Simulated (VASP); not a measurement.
# Ge (Fd-3m) in VASP: further runs

Runs on Ge. Level: LDA. Tasks: single point, relaxation of cell and atoms.

Everything below comes from runs of VASP 6.6.1. Logs are shortened: lines on timing, memory, paths and dates and some standing lists are left out, and cuts for length are marked.

## Step 1: The cell of the first run

It takes space group Fd-3m (No. 227, cubic). The conventional cell has a = 5.630 Å, b = 5.630 Å, c = 5.630 Å, α = 90.00°, β = 90.00°, γ = 90.00°. Within 3.2 Å of Ge (site symmetry -43m) lie 4 Ge at 2.44 Å.

## Step 2: Single point, LDA

File INCAR:

```
SYSTEM = Ge
ALGO = Normal ; EDIFF = 1E-7
ENCUT = 520 ; ISIF = 2
ISMEAR = -1 ; LASPH = .TRUE.
LCHARG = .FALSE. ; LREAL = .FALSE.
LWAVE = .FALSE. ; NBANDS = 21
NELM = 100 ; PREC = Accurate
SIGMA = 0.05
```

File KPOINTS:

```
k-points
0
G
  5 5 5
  0 0 0
```

File POSCAR:

```
Ge
1.0
    0.0000000000      2.8147752519      2.8147752519
    2.8147752519      0.0000000000      2.8147752519
    2.8147752519      2.8147752519      0.0000000000
Ge
2
Direct
    0.5000000000      0.5000000000      0.5000000000
    0.7500000000      0.7500000000      0.7500000000
```

Potentials or basis: VASP PAW LDA potentials, release 64 (Ge_d).

Run with:

```console
$ cat potpaw_LDA.64/Ge_d/POTCAR > POTCAR
$ mpirun -np 1 vasp_std > vasp.out
```

OUTCAR:

```text
SYSTEM = Ge
   EDIFF = 1E-7
   ENCUT = 520
   ISIF = 2
   ISMEAR = -1
   LASPH = .TRUE.
   LREAL = .FALSE.
   NELM = 100
   PREC = Accurate

 ion  position               nearest neighbor table
   1  0.500  0.500  0.500-   2 2.44   2 2.44   2 2.44   2 2.44
   2  0.750  0.750  0.750-   1 2.44   1 2.44   1 2.44   1 2.44

  LATTYP: Found a face centered cubic cell.
 ALAT       =     5.6295505038

  Lattice vectors:

 A1 = (   0.0000000000,   2.8147752519,   2.8147752519)
 A2 = (   2.8147752519,   0.0000000000,   2.8147752519)
 A3 = (   2.8147752519,   2.8147752519,   0.0000000000)

Analysis of symmetry for initial positions (statically):
=====================================================================
 Subroutine PRICEL returns:
 Original cell was already a primitive cell.

 Routine SETGRP: Setting up the symmetry group for a
 face centered cubic supercell.

 Subroutine GETGRP returns: Found 48 space group operations
 (whereof 24 operations were pure point group operations)
 out of a pool of 48 trial point group operations.

The static configuration has the point symmetry T_d .
 The point group associated with its full space group is O_h .

Analysis of symmetry for dynamics (positions and initial velocities):
=====================================================================
 Subroutine PRICEL returns:
 Original cell was already a primitive cell.

 Routine SETGRP: Setting up the symmetry group for a
 face centered cubic supercell.

 Subroutine GETGRP returns: Found 48 space group operations
 (whereof 24 operations were pure point group operations)
 out of a pool of 48 trial point group operations.

The dynamic configuration has the point symmetry T_d .
 The point group associated with its full space group is O_h .

 Subroutine INISYM returns: Found 48 space group operations
 (whereof 24 operations are pure point group operations),
 and found     1 'primitive' translations

----------------------------------------------------------------------------------------

                                     Primitive cell

  volume of cell :      44.6027

  direct lattice vectors                    reciprocal lattice vectors
     0.000000000  2.814775252  2.814775252    -0.177634076  0.177634076  0.177634076
     2.814775252  0.000000000  2.814775252     0.177634076 -0.177634076  0.177634076
     2.814775252  2.814775252  0.000000000     0.177634076  0.177634076 -0.177634076

  length of vectors
     3.980693336  3.980693336  3.980693336     0.307671244  0.307671244  0.307671244

  position of ions in fractional coordinates (direct lattice)
     0.500000000  0.500000000  0.500000000
     0.750000000  0.750000000  0.750000000

  ion indices of the primitive-cell ions
   primitive index   ion index
                 1           1
                 2           2

----------------------------------------------------------------------------------------

 KPOINTS: k-points

Automatic generation of k-mesh.
 Grid dimensions read from file:
 generate k-points for:    5    5    5

 Generating k-lattice:

  Cartesian coordinates                     Fractional coordinates (reciprocal lattice)
    -0.035526815  0.035526815  0.035526815     0.200000000  0.000000000  0.000000000
     0.035526815 -0.035526815  0.035526815     0.000000000  0.200000000  0.000000000
     0.035526815  0.035526815 -0.035526815     0.000000000  0.000000000  0.200000000

  Length of vectors
     0.061534249  0.061534249  0.061534249

  Shift w.r.t. Gamma in fractional coordinates (k-lattice)
     0.000000000  0.000000000  0.000000000

 Subroutine IBZKPT returns following result:
 ===========================================

 Found     10 irreducible k-points:

 Following reciprocal coordinates:
            Coordinates               Weight
  0.000000  0.000000  0.000000      1.000000
  0.200000  0.000000  0.000000      8.000000
  0.400000  0.000000  0.000000      8.000000
  0.200000  0.200000  0.000000      6.000000
  0.400000  0.200000  0.000000     24.000000
 -0.400000  0.200000  0.000000     24.000000
 -0.200000  0.200000  0.000000     12.000000
  0.400000  0.400000  0.000000      6.000000
 -0.400000  0.400000  0.000000     12.000000
 -0.400000  0.400000  0.200000     24.000000
   k-points           NKPTS =     10   k-points in BZ     NKDIM =     10   number of bands    NBANDS=     21
   number of dos      NEDOS =    301   number of ions     NIONS =      2
   total plane-waves  NPLWV =  27000
   dimension x,y,z NGX =    30 NGY =   30 NGZ =   30
   dimension x,y,z NGXF=    60 NGYF=   60 NGZF=   60
   ions per type =               2
   NGX,Y,Z   is equivalent  to a cutoff of  12.53, 12.53, 12.53 a.u.
   NGXF,Y,Z  is equivalent  to a cutoff of  25.06, 25.06, 25.06 a.u.
 SYSTEM =  Ge
   PREC   = accura    normal or accurate (medium, high low for compatibility)
   ISTART =      0    job   : 0-new  1-cont  2-samecut
   ICHARG =      2    charge: 1-file 2-atom 10-const
   ISPIN  =      1    spin polarized calculation?
   LNONCOLLINEAR =      F non collinear calculations
   LSORBIT =      F    spin-orbit coupling
   LASPH  =      T    aspherical Exc in radial PAW
   ENCUT  =  520.0 eV  38.22 Ry    6.18 a.u.   7.40  7.40  7.40*2*pi/ulx,y,z
   NELM   =    100;   NELMIN=  2; NELMDL= -5     # of ELM steps
   EDIFF  = 0.1E-06   stopping-criterion for ELM
   LREAL  =      F    real-space projection
   EDIFFG = 0.1E-05   stopping-criterion for IOM
   NSW    =      0    number of steps for IOM
   IBRION =     -1    ionic relax: 0-MD 1-quasi-New 2-CG
   NFREE  =      0    steps in history (QN), initial steepest desc. (CG)
   ISIF   =      2    stress and relaxation
   ISYM   =      2    0-nonsym 1-usesym 2-fastsym
   POTIM  = 0.5000    time-step for ionic-motion
   TEBEG  =    0.0;   TEEND  =   0.0 temperature during run
   PSTRESS=    0.0 pullay stress
   NELECT =      28.0000    total number of electrons
   NUPDOWN=      -1.0000    fix difference up-down
   EMIN   =  10.00;   EMAX   =-10.00  energy-range for DOS
   EFERMI =   0.00;   METHOD = LEGACY
   ISMEAR =    -1;   SIGMA  =   0.05  broadening in eV -4-tet -1-fermi 0-gaus
   EFERMI_NEDOS =   21; number of points for ismear=-14 and -15
   IALGO  =     38    algorithm
   IMIX   =      4    mixing-type and parameters
     AMIX     =   0.40;   BMIX     =  1.00
     AMIX_MAG =   1.60;   BMIX_MAG =  1.00
  volume/ion in A,a.u.               =      22.30       150.50
  Fermi-wavevector in a.u.,A,eV,Ry     =   1.401760  2.648943 26.734526  1.964932
  Thomas-Fermi vector in A             =   2.524590
   LORBIT       =      0    0 simple, 1 ext, 2 COOP (PROOUT), +10 PAW based schemes
   GGA     = CA    functional components
   LHFCALC =     F    Hartree Fock is set to
   AEXX    =    0.0000 exact exchange contribution
   IVDW    =     0    specifies the selected vdW correction
   LEPSILON=     F    determine dielectric tensor
   LRPA    =     F    only Hartree local field effects (RPA)
 non-spin polarized calculation
  energy-cutoff  :      520.00
  volume of cell :       44.60
 maximum number of plane-waves:      1243
 NGX is ok and might be reduce to    30
   NGX = 15   NGY = 15   NGZ = 15

 number of electron      28.0000032 magnetization

 Free energy of the ion-electron system (eV)
  ---------------------------------------------------
  ext. energy  EPLUGINS =         0.00000000
  ---------------------------------------------------
  free energy    TOTEN  =       -10.28497165 eV

  energy without entropy =      -10.28181303  energy(sigma->0) =      -10.28339234

 E-fermi :   4.9250     XC(G=0): -10.3508

 val. band max:        4.8918505734   @ k =   0.0000   0.0000   0.0000
 cond. band min:       5.0816476238   @ k =   0.4000   0.0000   0.0000
 fundamental gap:      0.1897970504
 Fermi energy:         4.9249551882

 k-point     1 :       0.0000    0.0000    0.0000
  band No.  band energies     occupation
      1     -20.0635      2.00000
      2     -20.0635      2.00000
      3     -20.0635      2.00000
      4     -20.0260      2.00000
      5     -20.0260      2.00000
      6     -19.8069      2.00000
[... 13 lines left out ...]
     20      14.4709      0.00000
     21      14.4709      0.00000

 k-point     2 :       0.2000    0.0000    0.0000
  band No.  band energies     occupation
      1     -20.0788      2.00000
      2     -20.0788      2.00000
      3     -20.0573      2.00000
      4     -20.0029      2.00000
      5     -20.0029      2.00000
      6     -19.8282      2.00000
[... 13 lines left out ...]
     20      13.1713      0.00000
     21      13.1713      0.00000

 k-point     3 :       0.4000    0.0000    0.0000
  band No.  band energies     occupation
      1     -20.0881      2.00000
      2     -20.0881      2.00000
      3     -20.0470      2.00000
      4     -19.9842      2.00000
      5     -19.9842      2.00000
      6     -19.8413      2.00000
[... 13 lines left out ...]
     20      14.7998      0.00000
     21      14.7998      0.00000

 k-point     4 :       0.2000    0.2000    0.0000
  band No.  band energies     occupation
      1     -20.0769      2.00000
      2     -20.0769      2.00000
      3     -20.0729      2.00000
      4     -20.0027      2.00000
      5     -19.9742      2.00000
      6     -19.8743      2.00000
[... 13 lines left out ...]
     20      13.8471      0.00000
     21      15.1568      0.00000

 k-point     5 :       0.4000    0.2000    0.0000
  band No.  band energies     occupation
      1     -20.1016      2.00000
      2     -20.0889      2.00000
      3     -20.0428      2.00000
      4     -19.9756      2.00000
      5     -19.9463      2.00000
      6     -19.9013      2.00000
[... 13 lines left out ...]
     20      15.0447      0.00000
     21      16.1571      0.00000

 k-point     6 :      -0.4000    0.2000    0.0000
  band No.  band energies     occupation
      1     -20.1100      2.00000
      2     -20.0967      2.00000
      3     -20.0171      2.00000
      4     -19.9632      2.00000
      5     -19.9542      2.00000
      6     -19.8767      2.00000
[... 13 lines left out ...]
     20      14.2941      0.00000
     21      15.6603      0.00000

 k-point     7 :      -0.2000    0.2000    0.0000
  band No.  band energies     occupation
      1     -20.0943      2.00000
      2     -20.0938      2.00000
      3     -20.0353      2.00000
      4     -19.9922      2.00000
      5     -19.9679      2.00000
      6     -19.8631      2.00000
[... 13 lines left out ...]
     20      14.6652      0.00000
     21      15.2969      0.00000

 k-point     8 :       0.4000    0.4000    0.0000
  band No.  band energies     occupation
      1     -20.0957      2.00000
      2     -20.0957      2.00000
      3     -20.0431      2.00000
      4     -19.9680      2.00000
      5     -19.9427      2.00000
      6     -19.8885      2.00000
[... 13 lines left out ...]
     20      17.2245      0.00000
     21      17.3532      0.00000

 k-point     9 :      -0.4000    0.4000    0.0000
  band No.  band energies     occupation
      1     -20.1136      2.00000
      2     -20.0995      2.00000
      3     -20.0082      2.00000
      4     -19.9650      2.00000
      5     -19.9143      2.00000
      6     -19.9018      2.00000
[... 13 lines left out ...]
     20      15.3592      0.00000
     21      18.1070      0.00000

 k-point    10 :      -0.4000    0.4000    0.2000
  band No.  band energies     occupation
      1     -20.1119      2.00000
      2     -20.1066      2.00000
      3     -20.0007      2.00000
      4     -19.9460      2.00000
      5     -19.9344      2.00000
      6     -19.9106      2.00000
[... 13 lines left out ...]
     20      15.3983      0.00000
     21      18.0963      0.00000

------------------------ aborting loop because EDIFF is reached ----------------------------------------

  FORCE on cell =-STRESS in cart. coord.  units (eV):
  Direction    XX          YY          ZZ          XY          YZ          ZX
  --------------------------------------------------------------------------------------
  -------------------------------------------------------------------------------------
  Total        0.0401691      0.0401691      0.0401691      0.0000000      0.0000000     -0.0000000
  in kB        1.4429187      1.4429187      1.4429187      0.0000000      0.0000000     -0.0000000
  external PRESSURE =       1.4429187 kB  Pullay stress =       0.0000000 kB

 VOLUME and BASIS-vectors are now :
 -----------------------------------------------------------------------------
  energy-cutoff  :      520.00
  volume of cell :       44.60
      direct lattice vectors                 reciprocal lattice vectors
     0.000000000  2.814775252  2.814775252    -0.177634076  0.177634076  0.177634076
     2.814775252  0.000000000  2.814775252     0.177634076 -0.177634076  0.177634076
     2.814775252  2.814775252  0.000000000     0.177634076  0.177634076 -0.177634076

 POSITION                                       TOTAL-FORCE (eV/Angst)
 -----------------------------------------------------------------------------------
      2.81478      2.81478      2.81478        -0.000000     -0.000000     -0.000000
      4.22216      4.22216      4.22216         0.000000      0.000000      0.000000
 -----------------------------------------------------------------------------------
    total drift:                                0.000000     -0.000000     -0.000000

  FREE ENERGIE OF THE ION-ELECTRON SYSTEM (eV)
  ---------------------------------------------------
  free  energy   TOTEN  =       -10.2849716479 eV

  energy  without entropy=      -10.2818130270  energy(sigma->0) =      -10.28339234
```

It took 4.7 s on 1 thread of Intel Xeon 6975P-C (Granite Rapids), shared host; peak memory 0.14 GiB.

What came out:

```
Free energy            : -10.2850 eV
Pressure               : 0.1 GPa
Band gap on the k mesh : zero (filled and empty bands touch)
```

Levels at points of the mesh, in eV from the Fermi level:
```tsv
k point	band 11	band 12	band 13	band 14	band 15	band 16	band 17	band 18
(0.00, 0.00, 0.00)	-12.95	-0.04	-0.03	-0.03	-0.03	2.49	2.49	2.49
```

Caveat: the k points lie up to 0.39 Å⁻¹ apart.

(Part 1 of 2 ends here.)
